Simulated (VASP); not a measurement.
Here is a VASP 6.6.1 calculation.

Contents of INCAR:

```
SYSTEM = Se
  PREC = Accurate
  ENCUT = 520
  EDIFF = 1E-7
  ISMEAR = 0
  SIGMA = 0.02
  LREAL = .False.
  LASPH = .True.
  NELM = 80
  ALGO = Normal
  ISIF = 2
  LWAVE = .False.
  LCHARG = .False.
  GGA = PE
  NBANDS = 9
```

The input KPOINTS:

```
regular mesh
0
Gamma
  9 9 9
  0 0 0
```

The input POSCAR:

```
Se
1.0
    2.8105630200      0.0000000000      0.0000000000
    0.0000000000      2.8105630200      0.0000000000
    0.0000000000      0.0000000000      2.8105630200
Se
1
Direct
    0.0000000000      0.0000000000      0.0000000000
```

Potentials or basis: VASP PAW PBE potentials, release 64 (Se).

Command:

```console
$ cat potpaw_PBE.64/Se/POTCAR > POTCAR
$ mpirun -np 1 vasp_std > vasp.out
```

(1) Predict the pressure.

(2) Estimate the band gap on the k mesh.

## Answers

(1) 2.2 GPa.

(2) zero (band 3 reaches 7.74 eV, above the bottom of band 4 at 1.64 eV).
